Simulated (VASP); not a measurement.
# TaN (P-6m2) in VASP: notebook

TaN is run at these levels: PBE; tasks: relaxation of shape and atoms at fixed volume, single point.

Program: VASP 6.6.1. These are calculated values, not measurements. Logs are shortened: lines on timing, memory, paths and dates and some standing lists are left out, and cuts for length are marked.

## (1) The cell of the first run

It takes space group P-6m2 (No. 187, hexagonal). The conventional cell has a = 2.888 Å, b = 2.888 Å, c = 2.842 Å, α = 90.00°, β = 90.00°, γ = 120.00°. Ta (site symmetry -6m2) has 6 N at 2.19 Å and 8 Ta at 2.84 to 2.89 Å within 2.9 Å. Within 2.9 Å of N (site symmetry -6m2) lie 6 Ta at 2.19 Å and 8 N at 2.84 to 2.89 Å.

## (2) Relaxation of shape and atoms at fixed volume, PBE (10.27 Å³/atom)

The input, INCAR:

```
PREC = Accurate
ENCUT = 600
EDIFF = 1E-7
ISMEAR = 0
SIGMA = 0.1
LREAL = False
LASPH = True
NELM = 120
ALGO = Normal
ISIF = 4
LWAVE = False
LCHARG = False
GGA = PE
IBRION = 2
NSW = 50
EDIFFG = -0.01
GGA_COMPAT = False
NELMIN = 4
```

The input, KPOINTS:

```
Automatic mesh
0
Gamma
  18 18 14
```

The input, POSCAR:

```
TaN
1.0
    2.8881823043      0.0000000000      0.0000000000
   -1.4440911521      2.5012392463      0.0000000000
    0.0000000000      0.0000000000      2.8421120877
Ta N
1 1
Direct
    0.3333333333      0.6666666667      0.5000000000
    0.0000000000      0.0000000000      0.0000000000
```

Potentials or basis: VASP PAW PBE potentials, release 64 (Ta_pv, N).

Run with:

```bash
$ cat potpaw_PBE.64/Ta_pv/POTCAR potpaw_PBE.64/N/POTCAR > POTCAR
$ mpirun -np 1 vasp_std > vasp.out
```

OUTCAR:

```text
PREC = Accurate
   ENCUT = 600
   EDIFF = 1E-7
   ISMEAR = 0
   LREAL = False
   LASPH = True
   NELM = 120
   ISIF = 4
   GGA = PE
   IBRION = 2
   NSW = 50
   EDIFFG = -0.01
   NELMIN = 4

 ion  position               nearest neighbor table
   1  0.333  0.667  0.500-   2 2.19   2 2.19   2 2.19   2 2.19   2 2.19   2 2.19
   2  0.000  0.000  0.000-   1 2.19   1 2.19   1 2.19   1 2.19   1 2.19   1 2.19

  LATTYP: Found a hexagonal cell.
 ALAT       =     2.8881823043
 C/A-ratio  =     0.9840487159

  Lattice vectors:

 A1 = (   2.8881823043,   0.0000000000,   0.0000000000)
 A2 = (  -1.4440911521,   2.5012392463,   0.0000000000)
 A3 = (   0.0000000000,   0.0000000000,   2.8421120877)

Analysis of symmetry for initial positions (statically):
=====================================================================
 Subroutine PRICEL returns:
 Original cell was already a primitive cell.

 Routine SETGRP: Setting up the symmetry group for a
 hexagonal supercell.

 Subroutine GETGRP returns: Found 12 space group operations
 (whereof 12 operations were pure point group operations)
 out of a pool of 24 trial point group operations.

The static configuration has the point symmetry D_3h.

Analysis of symmetry for dynamics (positions and initial velocities):
=====================================================================
 Subroutine PRICEL returns:
 Original cell was already a primitive cell.

 Routine SETGRP: Setting up the symmetry group for a
 hexagonal supercell.

 Subroutine GETGRP returns: Found 12 space group operations
 (whereof 12 operations were pure point group operations)
 out of a pool of 24 trial point group operations.

The dynamic configuration has the point symmetry D_3h.

 Subroutine INISYM returns: Found 12 space group operations
 (whereof 12 operations are pure point group operations),
 and found     1 'primitive' translations

----------------------------------------------------------------------------------------

                                     Primitive cell

  volume of cell :      20.5315

  direct lattice vectors                    reciprocal lattice vectors
     2.888182304  0.000000000  0.000000000     0.346238532  0.199900909  0.000000000
    -1.444091152  2.501239246  0.000000000     0.000000000  0.399801819  0.000000000
     0.000000000  0.000000000  2.842112088     0.000000000  0.000000000  0.351851007

  length of vectors
     2.888182304  2.888182304  2.842112088     0.399801819  0.399801819  0.351851007

  position of ions in fractional coordinates (direct lattice)
     0.333333333  0.666666667  0.500000000
     0.000000000  0.000000000  0.000000000

  ion indices of the primitive-cell ions
   primitive index   ion index
                 1           1
                 2           2

----------------------------------------------------------------------------------------

 KPOINTS: Automatic mesh

Automatic generation of k-mesh.
 Grid dimensions read from file:
 generate k-points for:   18   18   14

 Generating k-lattice:

  Cartesian coordinates                     Fractional coordinates (reciprocal lattice)
     0.019235474  0.011105606  0.000000000     0.055555556 -0.000000000  0.000000000
     0.000000000  0.022211212  0.000000000     0.000000000  0.055555556  0.000000000
     0.000000000  0.000000000  0.025132215     0.000000000  0.000000000  0.071428571

  Length of vectors
     0.022211212  0.022211212  0.025132215

  Shift w.r.t. Gamma in fractional coordinates (k-lattice)
     0.000000000  0.000000000  0.000000000

 Subroutine IBZKPT returns following result:
 ===========================================

 Found    296 irreducible k-points:

 Following reciprocal coordinates:
            Coordinates               Weight
  0.000000  0.000000  0.000000      1.000000
  0.055556  0.000000  0.000000      6.000000
  0.111111  0.000000  0.000000      6.000000
  0.166667  0.000000  0.000000      6.000000
  0.222222  0.000000  0.000000      6.000000
  0.277778 -0.000000  0.000000      6.000000
[... 16 lines left out ...]
  0.333333  0.111111  0.000000     12.000000
  0.388889  0.111111  0.000000     12.000000
 [... further k-points ...]
   k-points           NKPTS =    296   k-points in BZ     NKDIM =    296   number of bands    NBANDS=     12
   number of dos      NEDOS =    301   number of ions     NIONS =      2
   total plane-waves  NPLWV =  13824
   dimension x,y,z NGX =    24 NGY =   24 NGZ =   24
   dimension x,y,z NGXF=    48 NGYF=   48 NGZF=   48
   ions per type =               1   1
   NGX,Y,Z   is equivalent  to a cutoff of  13.81, 13.81, 14.04 a.u.
   NGXF,Y,Z  is equivalent  to a cutoff of  27.63, 27.63, 28.08 a.u.
 SYSTEM =  unknown system
   PREC   = accura    normal or accurate (medium, high low for compatibility)
   ISTART =      0    job   : 0-new  1-cont  2-samecut
   ICHARG =      2    charge: 1-file 2-atom 10-const
   ISPIN  =      1    spin polarized calculation?
   LNONCOLLINEAR =      F non collinear calculations
   LSORBIT =      F    spin-orbit coupling
   LASPH  =      T    aspherical Exc in radial PAW
   ENCUT  =  600.0 eV  44.10 Ry    6.64 a.u.   5.77  5.77  5.68*2*pi/ulx,y,z
   NELM   =    120;   NELMIN=  4; NELMDL= -5     # of ELM steps
   EDIFF  = 0.1E-06   stopping-criterion for ELM
   LREAL  =      F    real-space projection
   EDIFFG = -.1E-01   stopping-criterion for IOM
   NSW    =     50    number of steps for IOM
   IBRION =      2    ionic relax: 0-MD 1-quasi-New 2-CG
   NFREE  =      1    steps in history (QN), initial steepest desc. (CG)
   ISIF   =      4    stress and relaxation
   ISYM   =      2    0-nonsym 1-usesym 2-fastsym
   POTIM  = 0.5000    time-step for ionic-motion
   TEBEG  =    0.0;   TEEND  =   0.0 temperature during run
   PSTRESS=    0.0 pullay stress
   NELECT =      16.0000    total number of electrons
   NUPDOWN=      -1.0000    fix difference up-down
   EMIN   =  10.00;   EMAX   =-10.00  energy-range for DOS
   EFERMI =   0.00;   METHOD = LEGACY
   ISMEAR =     0;   SIGMA  =   0.10  broadening in eV -4-tet -1-fermi 0-gaus
   EFERMI_NEDOS =   21; number of points for ismear=-14 and -15
   IALGO  =     38    algorithm
   IMIX   =      4    mixing-type and parameters
     AMIX     =   0.40;   BMIX     =  1.00
     AMIX_MAG =   1.60;   BMIX_MAG =  1.00
  volume/ion in A,a.u.               =      10.27        69.28
  Fermi-wavevector in a.u.,A,eV,Ry     =   1.506519  2.846907 30.879757  2.269598
  Thomas-Fermi vector in A             =   2.617225
   LORBIT       =      0    0 simple, 1 ext, 2 COOP (PROOUT), +10 PAW based schemes
   GGA     = PE    functional components
   LHFCALC =     F    Hartree Fock is set to
   AEXX    =    0.0000 exact exchange contribution
   IVDW    =     0    specifies the selected vdW correction
   LEPSILON=     F    determine dielectric tensor
   LRPA    =     F    only Hartree local field effects (RPA)
 conjugate gradient relaxation of ions
 non-spin polarized calculation
 Gauss-broadening in eV      SIGMA  =   0.10
  energy-cutoff  :      600.00
  volume of cell :       20.53
 maximum number of plane-waves:       698
 NGX is ok and might be reduce to    24
   NGX = 11   NGY = 11   NGZ = 11

--------------------------------------- Ionic step        1  -------------------------------------------

 number of electron      15.9999998 magnetization

 Free energy of the ion-electron system (eV)
  ---------------------------------------------------
  ext. energy  EPLUGINS =         0.00000000
  ---------------------------------------------------
  free energy    TOTEN  =       -22.34838234 eV

  energy without entropy =      -22.34814424  energy(sigma->0) =      -22.34826329

------------------------ aborting loop because EDIFF is reached ----------------------------------------

  FORCE on cell =-STRESS in cart. coord.  units (eV):
  Direction    XX          YY          ZZ          XY          YZ          ZX
  --------------------------------------------------------------------------------------
  -------------------------------------------------------------------------------------
  Total        3.0978921      3.0978921      3.3029345      0.0000000      0.0000000     -0.0000000
  in kB      241.7440734    241.7440734    257.7445580      0.0000000      0.0000000     -0.0000000
  external PRESSURE =     247.0775683 kB  Pullay stress =       0.0000000 kB
[... 57 lines left out ...]
  energy  without entropy=      -22.3480832321  energy(sigma->0) =      -22.34820110

--------------------------------------- Ionic step        3  -------------------------------------------

 number of electron      15.9999998 magnetization

 Free energy of the ion-electron system (eV)
  ---------------------------------------------------
  ext. energy  EPLUGINS =         0.00000000
  ---------------------------------------------------
  free energy    TOTEN  =       -22.34853649 eV

  energy without entropy =      -22.34829968  energy(sigma->0) =      -22.34841808

 E-fermi :   8.7517     XC(G=0): -13.6153

 val. band max:        8.7091531058   @ k =   0.0000   0.0000   0.4286
 cond. band min:       8.7807899374   @ k =   0.0556   0.0000   0.5000
 fundamental gap:      0.0716368316
 Fermi energy:         8.7517457860

 k-point     1 :       0.0000    0.0000    0.0000
  band No.  band energies     occupation
      1     -25.9515      2.00000
      2     -25.6405      2.00000
      3     -25.6405      2.00000
      4      -9.3800      2.00000
      5       4.0274      2.00000
      6       4.0274      2.00000
      7       4.3181      2.00000
      8       5.7536      2.00000
      9      11.3938      0.00000
     10      12.5539      0.00000
     11      12.5539      0.00000
     12      13.0492      0.00000
[... 331 lines left out ...]
 k-point    24 :       0.3889    0.1111    0.0000
  band No.  band energies     occupation
      1     -26.8021      2.00000
      2     -26.0042      2.00000
      3     -25.7755      2.00000
      4      -6.8724      2.00000
      5       0.4256      2.00000
      6       3.3525      2.00000
      7       4.3651      2.00000
      8       6.3766      2.00000
      9      11.1893      0.00000
     10      12.0585      0.00000
     11      13.6902      0.00000
     12      15.1767      0.00000

 [... further k-points ...]
[... 5 lines left out ...]
  --------------------------------------------------------------------------------------
  -------------------------------------------------------------------------------------
  Total        3.1581269      3.1581269      3.1555430      0.0000000      0.0000000     -0.0000000
  in kB      246.4444923    246.4444923    246.2428585      0.0000000      0.0000000     -0.0000000
  external PRESSURE =     246.3772810 kB  Pullay stress =       0.0000000 kB
[... 17 lines left out ...]
  FREE ENERGIE OF THE ION-ELECTRON SYSTEM (eV)
  ---------------------------------------------------
  free  energy   TOTEN  =       -22.3485364876 eV

  energy  without entropy=      -22.3482996775  energy(sigma->0) =      -22.34841808

 reached required accuracy - stopping structural energy minimisation
```

It took 55 s on 1 thread of Intel Xeon 6975P-C (Granite Rapids), shared host; peak memory 0.22 GiB.

What came out:

```
Free energy               : -22.3485 eV
Energy gained by relaxing : 0.1 meV/atom
Ionic steps               : 3
Pressure after relaxing   : 24.6 GPa
Band gap on the k mesh    : zero (bands 8 and 9 overlap by 0.30 eV)
```

The path:
| step | energy change (eV) | largest force (eV/Å) | pressure (GPa) | volume (Å³) |
| --- | --- | --- | --- | --- |
| 1 | 0.0000 | 0.0000 | 24.71 | 20.53 |
| 2 | 0.0001 | 0.0000 | 24.56 | 20.53 |
| 3 | -0.0002 | 0.0000 | 24.64 | 20.53 |

Final structure:
```
Ta N
1.0
     2.88601    0.00000    0.00000
    -1.44300    2.49936    0.00000
     0.00000    0.00000    2.84640
Ta N
1 1
Direct
  0.33333 0.66667 0.50000
  0.00000 0.00000 0.00000
```

Levels at points of the mesh, in eV from the Fermi level:
| k point | band 4 | band 5 | band 6 | band 7 | band 8 | band 9 | band 10 | band 11 | band 12 |
| --- | --- | --- | --- | --- | --- | --- | --- | --- | --- |
| (0.00, 0.00, 0.00) | -18.13 | -4.72 | -4.72 | -4.43 | -3.00 | 2.64 | 3.80 | 3.80 | 4.30 |
| (0.50, 0.00, 0.00) | -15.64 | -8.53 | -5.47 | -3.67 | -3.23 | 3.21 | 4.38 | 5.49 | 5.72 |
| (0.00, 0.00, 0.50) | -15.22 | -9.64 | -3.87 | -3.87 | -0.09 | -0.09 | 2.49 | 3.53 | 3.53 |
| (0.50, 0.00, 0.50) | -16.08 | -7.59 | -6.37 | -5.91 | -0.26 | 4.53 | 5.79 | 6.46 | 7.58 |

Caveat: spin-orbit coupling is left out, which moves the levels of the heavy elements.

## (3) Relaxation of shape and atoms at fixed volume, PBE (10.59 Å³/atom)

This run uses another cell than the first one, of 10.59 Å³/atom.

The input, INCAR:

```
SYSTEM = TaN
ALGO = Normal
EDIFF = 1E-7
EDIFFG = -0.01
ENCUT = 600
GGA = PE
GGA_COMPAT = .FALSE.
IBRION = 2
ISIF = 4
ISMEAR = 0
LASPH = .TRUE.
LCHARG = .FALSE.
LREAL = .FALSE.
LWAVE = .FALSE.
NELM = 120
NELMIN = 4
NSW = 50
PREC = Accurate
SIGMA = 0.1
```

The input, KPOINTS:

```
k-points
0
G
  18 18 14
  0 0 0
```

The input, POSCAR:

```
TaN
1.0
    2.9203827887      0.0000000000      0.0000000000
   -1.4601913943      2.5291256838      0.0000000000
    0.0000000000      0.0000000000      2.8684991623
Ta N
1 1
Direct
    0.3333333333      0.6666666667      0.5000000000
    0.0000000000      0.0000000000      0.0000000000
```

Potentials or basis: VASP PAW PBE potentials, release 64 (Ta_pv, N).

Run with:

```bash
$ cat potpaw_PBE.64/Ta_pv/POTCAR potpaw_PBE.64/N/POTCAR > POTCAR
$ mpirun -np 1 vasp_std > vasp.out
```

Run time: 54 s. Hardware: 1 thread of Intel Xeon 6975P-C (Granite Rapids), shared host; peak memory 0.22 GiB.

Results (log left out):

| Quantity | Value |
| --- | --- |
| Free energy | -22.4230 eV |
| Energy gained by relaxing | 0.1 meV/atom |
| Ionic steps | 3 |
| Pressure after relaxing | 11.6 GPa |
| Band gap on the k mesh | zero (bands 8 and 9 overlap by 0.30 eV) |

Step by step:
| step | energy change (eV) | largest force (eV/Å) | pressure (GPa) | volume (Å³) |
| --- | --- | --- | --- | --- |
| 1 | 0.0000 | 0.0000 | 11.68 | 21.19 |
| 2 | 0.0001 | 0.0000 | 11.56 | 21.19 |
| 3 | -0.0001 | 0.0000 | 11.63 | 21.19 |

Final structure:
```yaml
crystal:
  lattice:
    - [2.91843, 0.00000, 0.00000]
    - [-1.45922, 2.52744, 0.00000]
    - [0.00000, 0.00000, 2.87233]
  atoms:
    - { symbol: Ta, position: [0.33333, 0.66667, 0.50000] }
    - { symbol: N, position: [0.00000, 0.00000, 0.00000] }
```

Levels at points of the mesh, in eV from the Fermi level:
```
           k point  band 5  band 6  band 7  band 8  band 9  band 10  band 11  band 12
(0.00, 0.00, 0.00)   -4.61   -4.61   -4.28   -2.96    2.38     3.66     3.66     4.11
(0.50, 0.00, 0.00)   -8.37   -5.29   -3.54   -3.19    3.08     4.16     5.31     5.46
(0.00, 0.00, 0.50)   -9.45   -3.78   -3.78   -0.08   -0.08     2.42     3.42     3.42
(0.50, 0.00, 0.50)   -7.41   -6.25   -5.75   -0.33    4.29     5.51     6.18     7.26
```

Caveat: spin-orbit coupling is left out, which moves the levels of the heavy elements.

## (4) Relaxation of shape and atoms at fixed volume, PBE (11.25 Å³/atom)

This run uses another cell than the first one, of 11.25 Å³/atom.

The input, INCAR:

```
PREC = Accurate
ENCUT = 600
EDIFF = 1E-7
ISMEAR = 0
SIGMA = 0.1
LREAL = F
LASPH = T
NELM = 120
ALGO = Normal
ISIF = 4
LWAVE = F
LCHARG = F
GGA = PE
IBRION = 2
NSW = 50
EDIFFG = -0.01
GGA_COMPAT = F
NELMIN = 4
```

The input, KPOINTS:

```
regular mesh
0
Gamma
  18 18 14
```

The input, POSCAR:

```
TaN
1.0
    2.9793963204      0.0000000000      0.0000000000
   -1.4896981602      2.5802329014      0.0000000000
    0.0000000000      0.0000000000      2.9264642575
Ta N
1 1
Direct
    0.3333333333      0.6666666667      0.5000000000
    0.0000000000      0.0000000000      0.0000000000
```

Run with:

```bash
$ cat potpaw_PBE.64/Ta_pv/POTCAR potpaw_PBE.64/N/POTCAR > POTCAR
$ mpirun -np 1 vasp_std > vasp.out
```

It took 58 s on 1 thread of Intel Xeon 6975P-C (Granite Rapids), shared host; peak memory 0.23 GiB.

Results (log left out):

```
Free energy               : -22.4317 eV
Energy gained by relaxing : 0.0 meV/atom
Ionic steps               : 3
Pressure after relaxing   : -8.9 GPa
Band gap on the k mesh    : zero (bands 8 and 9 overlap by 0.29 eV)
```

Final structure:
```yaml
crystal:
  lattice:
    - [2.98092, 0.00000, 0.00000]
    - [-1.49046, 2.58156, 0.00000]
    - [0.00000, 0.00000, 2.92346]
  atoms:
    - { symbol: Ta, position: [0.33333, 0.66667, 0.50000] }
    - { symbol: N, position: [0.00000, 0.00000, 0.00000] }
```

Levels at points of the mesh, in eV from the Fermi level:
```tsv
k point	band 6	band 7	band 8	band 9	band 10	band 11
(0.00, 0.00, 0.00)	-4.38	-4.01	-2.86	1.89	3.40	3.40
(0.50, 0.00, 0.00)	-4.97	-3.30	-3.10	2.85	3.77	4.98
(0.00, 0.00, 0.50)	-3.60	-3.60	-0.07	-0.07	2.29	3.20
(0.50, 0.00, 0.50)	-6.01	-5.44	-0.44	3.86	5.03	5.67
```

Caveat: spin-orbit coupling is left out, which moves the levels of the heavy elements.

[end of part 1 of 2]
